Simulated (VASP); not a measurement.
# CuBiH3 (Pm-3m) in VASP: further runs

The runs below take CuBiH3 through relaxation of cell and atoms, single point, with PBE.

All numbers are computed with VASP 6.6.1; they aren't measurements. Logs are shortened: lines on timing, memory, paths and dates and some standing lists are left out, and cuts for length are marked.

### Step 1. The cell of the first run

Symmetry: Pm-3m, No. 221, cubic system. Conventional cell: a = 3.883 Å, b = 3.883 Å, c = 3.883 Å, α = 90.00°, β = 90.00°, γ = 90.00°. Cu (site symmetry m-3m) has 12 H at 2.75 Å and 8 Bi at 3.36 Å within 3.6 Å. Within 2.6 Å of Bi (site symmetry m-3m) lie 6 H at 1.94 Å. Within 2.6 Å of H (site symmetry 4/mmm) lie 2 Bi at 1.94 Å.

### Step 2. Relaxation of cell and atoms, PBE

Input file INCAR:

```
SYSTEM = CuBiH3
  PREC = Accurate
  ENCUT = 600
  EDIFF = 1E-6
  ISMEAR = 0
  SIGMA = 0.1
  LREAL = .FALSE.
  LASPH = .TRUE.
  NELM = 80
  ALGO = Normal
  ISIF = 3
  LWAVE = .FALSE.
  LCHARG = .FALSE.
  GGA = PE
  IBRION = 2
  NSW = 90
  EDIFFG = -0.04
```

Input file KPOINTS:

```
Automatic mesh
0
G
  4 4 4
  0 0 0
```

Input file POSCAR:

```
CuBiH3
1.0
    3.8827152558      0.0000000000      0.0000000000
    0.0000000000      3.8827152558      0.0000000000
    0.0000000000      0.0000000000      3.8827152558
Cu Bi H
1 1 3
Direct
    0.0000000000      0.0000000000      0.0000000000
    0.5000000000      0.5000000000      0.5000000000
    0.0000000000      0.5000000000      0.5000000000
    0.5000000000      0.0000000000      0.5000000000
    0.5000000000      0.5000000000      0.0000000000
```

Potentials or basis: VASP PAW PBE potentials, release 64 (Cu, Bi_d, H).

Command:

```sh
$ cat potpaw_PBE.64/Cu/POTCAR potpaw_PBE.64/Bi_d/POTCAR potpaw_PBE.64/H/POTCAR > POTCAR
$ mpirun -np 1 vasp_std > vasp.out
```

OUTCAR:

```text
SYSTEM = CuBiH3
   PREC = Accurate
   ENCUT = 600
   EDIFF = 1E-6
   ISMEAR = 0
   LREAL = .FALSE.
   LASPH = .TRUE.
   NELM = 80
   ISIF = 3
   GGA = PE
   IBRION = 2
   NSW = 90
   EDIFFG = -0.04

 ion  position               nearest neighbor table
   1  0.000  0.000  0.000-
   2  0.500  0.500  0.500-   3 1.94   4 1.94   5 1.94   5 1.94   4 1.94   3 1.94
   3  0.000  0.500  0.500-   2 1.94   2 1.94
   4  0.500  0.000  0.500-   2 1.94   2 1.94
   5  0.500  0.500  0.000-   2 1.94   2 1.94

  LATTYP: Found a simple cubic cell.
 ALAT       =     3.8827152558

  Lattice vectors:

 A1 = (   3.8827152558,   0.0000000000,   0.0000000000)
 A2 = (   0.0000000000,   3.8827152558,   0.0000000000)
 A3 = (   0.0000000000,   0.0000000000,   3.8827152558)

Analysis of symmetry for initial positions (statically):
=====================================================================
 Subroutine PRICEL returns:
 Original cell was already a primitive cell.

 Routine SETGRP: Setting up the symmetry group for a
 simple cubic supercell.

 Subroutine GETGRP returns: Found 48 space group operations
 (whereof 48 operations were pure point group operations)
 out of a pool of 48 trial point group operations.

The static configuration has the point symmetry O_h .

Analysis of symmetry for dynamics (positions and initial velocities):
=====================================================================
 Subroutine PRICEL returns:
 Original cell was already a primitive cell.

 Routine SETGRP: Setting up the symmetry group for a
 simple cubic supercell.

 Subroutine GETGRP returns: Found 48 space group operations
 (whereof 48 operations were pure point group operations)
 out of a pool of 48 trial point group operations.

The dynamic configuration has the point symmetry O_h .

 Subroutine INISYM returns: Found 48 space group operations
 (whereof 48 operations are pure point group operations),
 and found     1 'primitive' translations

----------------------------------------------------------------------------------------

                                     Primitive cell

  volume of cell :      58.5338

  direct lattice vectors                    reciprocal lattice vectors
     3.882715256  0.000000000  0.000000000     0.257551722  0.000000000  0.000000000
     0.000000000  3.882715256  0.000000000     0.000000000  0.257551722  0.000000000
     0.000000000  0.000000000  3.882715256     0.000000000  0.000000000  0.257551722

  length of vectors
     3.882715256  3.882715256  3.882715256     0.257551722  0.257551722  0.257551722

  position of ions in fractional coordinates (direct lattice)
     0.000000000  0.000000000  0.000000000
     0.500000000  0.500000000  0.500000000
     0.000000000  0.500000000  0.500000000
     0.500000000  0.000000000  0.500000000
     0.500000000  0.500000000  0.000000000

  ion indices of the primitive-cell ions
   primitive index   ion index
                 1           1
                 2           2
                 3           3
                 4           4
                 5           5

----------------------------------------------------------------------------------------

 KPOINTS: Automatic mesh

Automatic generation of k-mesh.
 Grid dimensions read from file:
 generate k-points for:    4    4    4

 Generating k-lattice:

  Cartesian coordinates                     Fractional coordinates (reciprocal lattice)
     0.064387930  0.000000000  0.000000000     0.250000000  0.000000000  0.000000000
     0.000000000  0.064387930  0.000000000     0.000000000  0.250000000  0.000000000
     0.000000000  0.000000000  0.064387930     0.000000000  0.000000000  0.250000000

  Length of vectors
     0.064387930  0.064387930  0.064387930

  Shift w.r.t. Gamma in fractional coordinates (k-lattice)
     0.000000000  0.000000000  0.000000000

 Subroutine IBZKPT returns following result:
 ===========================================

 Found     10 irreducible k-points:

 Following reciprocal coordinates:
            Coordinates               Weight
  0.000000  0.000000  0.000000      1.000000
  0.250000  0.000000  0.000000      6.000000
  0.500000  0.000000  0.000000      3.000000
  0.250000  0.250000  0.000000     12.000000
  0.500000  0.250000  0.000000     12.000000
  0.500000  0.500000  0.000000      3.000000
  0.250000  0.250000  0.250000      8.000000
  0.500000  0.250000  0.250000     12.000000
  0.500000  0.500000  0.250000      6.000000
  0.500000  0.500000  0.500000      1.000000
   k-points           NKPTS =     10   k-points in BZ     NKDIM =     10   number of bands    NBANDS=     18
   number of dos      NEDOS =    301   number of ions     NIONS =      5
   total plane-waves  NPLWV =  32768
   dimension x,y,z NGX =    32 NGY =   32 NGZ =   32
   dimension x,y,z NGXF=    64 NGYF=   64 NGZF=   64
   ions per type =               1   1   3
   NGX,Y,Z   is equivalent  to a cutoff of  13.70, 13.70, 13.70 a.u.
   NGXF,Y,Z  is equivalent  to a cutoff of  27.40, 27.40, 27.40 a.u.
 SYSTEM =  CuBiH3
   PREC   = accura    normal or accurate (medium, high low for compatibility)
   ISTART =      0    job   : 0-new  1-cont  2-samecut
   ICHARG =      2    charge: 1-file 2-atom 10-const
   ISPIN  =      1    spin polarized calculation?
   LNONCOLLINEAR =      F non collinear calculations
   LSORBIT =      F    spin-orbit coupling
   LASPH  =      T    aspherical Exc in radial PAW
   ENCUT  =  600.0 eV  44.10 Ry    6.64 a.u.   7.75  7.75  7.75*2*pi/ulx,y,z
   NELM   =     80;   NELMIN=  2; NELMDL= -5     # of ELM steps
   EDIFF  = 0.1E-05   stopping-criterion for ELM
   LREAL  =      F    real-space projection
   EDIFFG = -.4E-01   stopping-criterion for IOM
   NSW    =     90    number of steps for IOM
   IBRION =      2    ionic relax: 0-MD 1-quasi-New 2-CG
   NFREE  =      1    steps in history (QN), initial steepest desc. (CG)
   ISIF   =      3    stress and relaxation
   ISYM   =      2    0-nonsym 1-usesym 2-fastsym
   POTIM  = 0.5000    time-step for ionic-motion
   TEBEG  =    0.0;   TEEND  =   0.0 temperature during run
   PSTRESS=    0.0 pullay stress
   NELECT =      29.0000    total number of electrons
   NUPDOWN=      -1.0000    fix difference up-down
   EMIN   =  10.00;   EMAX   =-10.00  energy-range for DOS
   EFERMI =   0.00;   METHOD = LEGACY
   ISMEAR =     0;   SIGMA  =   0.10  broadening in eV -4-tet -1-fermi 0-gaus
   EFERMI_NEDOS =   21; number of points for ismear=-14 and -15
   IALGO  =     38    algorithm
   IMIX   =      4    mixing-type and parameters
     AMIX     =   0.40;   BMIX     =  1.00
     AMIX_MAG =   1.60;   BMIX_MAG =  1.00
  volume/ion in A,a.u.               =      11.71        79.00
  Fermi-wavevector in a.u.,A,eV,Ry     =   1.295404  2.447959 22.831555  1.678072
  Thomas-Fermi vector in A             =   2.426926
   LORBIT       =      0    0 simple, 1 ext, 2 COOP (PROOUT), +10 PAW based schemes
   GGA     = PE    functional components
   LHFCALC =     F    Hartree Fock is set to
   AEXX    =    0.0000 exact exchange contribution
   IVDW    =     0    specifies the selected vdW correction
   LEPSILON=     F    determine dielectric tensor
   LRPA    =     F    only Hartree local field effects (RPA)
 conjugate gradient relaxation of ions
 non-spin polarized calculation
 Gauss-broadening in eV      SIGMA  =   0.10
  energy-cutoff  :      600.00
  volume of cell :       58.53
 maximum number of plane-waves:      1972
 NGX is ok and might be reduce to    32
   NGX = 15   NGY = 15   NGZ = 15

--------------------------------------- Ionic step        1  -------------------------------------------

 number of electron      28.9999990 magnetization

 Free energy of the ion-electron system (eV)
  ---------------------------------------------------
  ext. energy  EPLUGINS =         0.00000000
  ---------------------------------------------------
  free energy    TOTEN  =       -12.42868825 eV

  energy without entropy =      -12.42075898  energy(sigma->0) =      -12.42472361

 E-fermi :   5.6655     XC(G=0): -10.2372

 val. band max:        5.4902292931   @ k =   0.5000   0.2500   0.0000
 cond. band min:       5.7302927758   @ k =   0.2500   0.0000   0.0000
 fundamental gap:      0.2400634828
 Fermi energy:         5.6655002294

 k-point     1 :       0.0000    0.0000    0.0000
  band No.  band energies     occupation
      1     -17.9389      2.00000
      2     -17.9389      2.00000
      3     -17.7224      2.00000
      4     -17.7224      2.00000
      5     -17.7224      2.00000
      6      -8.4162      2.00000
[... 10 lines left out ...]
     17       4.9786      2.00000
     18      12.0816      0.00000
[... 287 lines left out ...]
 POSITION                                       TOTAL-FORCE (eV/Angst)
 -----------------------------------------------------------------------------------
      0.00000      0.00000      0.00000         0.000000      0.000000      0.000000
      2.07443      2.07443      2.07443        -0.000000     -0.000000      0.000000
     -0.00000      2.07443      2.07443         0.000000      0.000000      0.000000
      2.07443     -0.00000      2.07443         0.000000      0.000000      0.000000
      2.07443      2.07443      0.00000         0.000000      0.000000      0.000000
 -----------------------------------------------------------------------------------
    total drift:                                0.000000      0.000000     -0.000000

  FREE ENERGIE OF THE ION-ELECTRON SYSTEM (eV)
  ---------------------------------------------------
  free  energy   TOTEN  =       -12.9024900023 eV

  energy  without entropy=      -12.8754128913  energy(sigma->0) =      -12.88895145

--------------------------------------- Ionic step        4  -------------------------------------------

 number of electron      29.0000003 magnetization

 Free energy of the ion-electron system (eV)
  ---------------------------------------------------
  ext. energy  EPLUGINS =         0.00000000
  ---------------------------------------------------
  free energy    TOTEN  =       -12.90629201 eV

  energy without entropy =      -12.87702093  energy(sigma->0) =      -12.89165647

 E-fermi :   3.6351     XC(G=0):  -9.2482

 val. band max:        3.5924790988   @ k =   0.5000   0.2500   0.0000
 cond. band min:       3.6621721300   @ k =   0.2500   0.0000   0.0000
 fundamental gap:      0.0696930312
 Fermi energy:         3.6350791031

 k-point     1 :       0.0000    0.0000    0.0000
  band No.  band energies     occupation
      1     -19.6647      2.00000
      2     -19.6647      2.00000
      3     -19.5786      2.00000
      4     -19.5786      2.00000
      5     -19.5786      2.00000
      6      -9.0499      2.00000
[... 10 lines left out ...]
     17       3.1423      2.00000
     18       8.2232      0.00000
[... 209 lines left out ...]
 POSITION                                       TOTAL-FORCE (eV/Angst)
 -----------------------------------------------------------------------------------
      0.00000      0.00000      0.00000         0.000000      0.000000      0.000000
      2.08686      2.08686      2.08686        -0.000000     -0.000000      0.000000
     -0.00000      2.08686      2.08686         0.000000      0.000000      0.000000
      2.08686     -0.00000      2.08686         0.000000      0.000000      0.000000
      2.08686      2.08686      0.00000         0.000000      0.000000      0.000000
 -----------------------------------------------------------------------------------
    total drift:                                0.000000      0.000000     -0.000000

  FREE ENERGIE OF THE ION-ELECTRON SYSTEM (eV)
  ---------------------------------------------------
  free  energy   TOTEN  =       -12.9062920131 eV

  energy  without entropy=      -12.8770209274  energy(sigma->0) =      -12.89165647

 reached required accuracy - stopping structural energy minimisation
```

Run time: 26 s. Hardware: 1 thread of Intel Xeon 6975P-C (Granite Rapids), shared host; peak memory 0.19 GiB.

What came out:

```yaml
Free_energy: -12.9063 eV
Relaxed_volume: 14.54 Å³/atom
Relaxed_cell: a = 4.174 Å, b = 4.174 Å, c = 4.174 Å, α = 90.00°, β = 90.00°, γ = 90.00°
Space_group_after_relaxing_to_0.05_Å: Pm-3m (No. 221)
Energy_gained_by_relaxing: 95.5 meV/atom
Ionic_steps: 4
Pressure_after_relaxing: 0.1 GPa
```

Step by step:
```csv
step,energy change (eV),largest force (eV/Å),pressure (GPa),volume (Å³)
1,0.0000,0.0000,13.05,58.53
2,-0.4133,0.0000,3.75,66.99
3,-0.4738,0.0000,0.78,71.41
4,-0.4776,0.0000,0.09,72.71
```

Final structure:
```
Cu Bi H
1.0
     4.17373    0.00000    0.00000
     0.00000    4.17373    0.00000
     0.00000    0.00000    4.17373
Cu Bi H
1 1 3
Direct
  0.00000 0.00000 0.00000
  0.50000 0.50000 0.50000
  0.00000 0.50000 0.50000
  0.50000 0.00000 0.50000
  0.50000 0.50000 0.00000
```

Caveat: the k points lie up to 0.38 Å⁻¹ apart in the final cell; the volume moved by over 15 % at a fixed basis, so the end points are rough; spin-orbit coupling is left out, which moves the levels of the heavy elements.

### Step 3. Single point, PBE

This run uses another cell than the first one, of 14.33 Å³/atom, 1.224 times its volume.

Input file INCAR:

```
  ALGO = Normal
  EDIFF = 1E-7
  ENCUT = 520
  GGA = PE
  ISIF = 2
  ISMEAR = 0
  LASPH = T
  LCHARG = T
  LELF = T
  LREAL = F
  LVHAR = T
  LWAVE = F
  NBANDS = 22
  NELM = 100
  PREC = Accurate
  SIGMA = 0.1
```

Input file KPOINTS:

```
k-points
0
Gamma
  10 10 10
```

POSCAR: that of step 2 with these lines changed.

```diff
@@ -2,5 +2,5 @@
 1.0
-    3.8827152558      0.0000000000      0.0000000000
-    0.0000000000      3.8827152558      0.0000000000
-    0.0000000000      0.0000000000      3.8827152558
+    4.1532678383      0.0000000000      0.0000000000
+    0.0000000000      4.1532678383      0.0000000000
+    0.0000000000      0.0000000000      4.1532678383
 Cu Bi H
```

Potentials or basis: VASP PAW PBE potentials, release 64 (Cu, Bi_d, H).

Command:

```sh
$ cat potpaw_PBE.64/Cu/POTCAR potpaw_PBE.64/Bi_d/POTCAR potpaw_PBE.64/H/POTCAR > POTCAR
$ mpirun -np 1 vasp_std > vasp.out
```

Run time: 28 s. Hardware: 1 thread of Intel Xeon 6975P-C (Granite Rapids), shared host; peak memory 0.23 GiB.

Results (log left out):

```yaml
Free_energy: -13.2845 eV
Pressure: -0.1 GPa
```

Levels at points of the mesh, in eV from the Fermi level:
| k point | band 10 | band 11 | band 12 | band 13 | band 14 | band 15 | band 16 | band 17 | band 18 | band 19 |
| --- | --- | --- | --- | --- | --- | --- | --- | --- | --- | --- |
| (0.00, 0.00, 0.00) | -1.36 | -1.36 | -1.36 | -1.03 | -1.03 | -0.64 | -0.64 | -0.64 | 4.50 | 7.69 |
| (0.50, 0.00, 0.00) | -1.65 | -1.52 | -1.35 | -1.27 | -0.09 | 0.51 | 0.51 | 0.57 | 5.05 | 5.05 |
| (0.50, 0.50, 0.00) | -1.63 | -1.43 | -1.43 | -1.27 | -0.74 | -0.33 | 0.69 | 3.99 | 3.99 | 6.81 |
| (0.50, 0.50, 0.50) | -1.26 | -1.26 | -1.18 | -1.18 | -1.18 | 0.65 | 1.48 | 1.48 | 1.48 | 8.35 |

Caveat: spin-orbit coupling is left out, which moves the levels of the heavy elements.
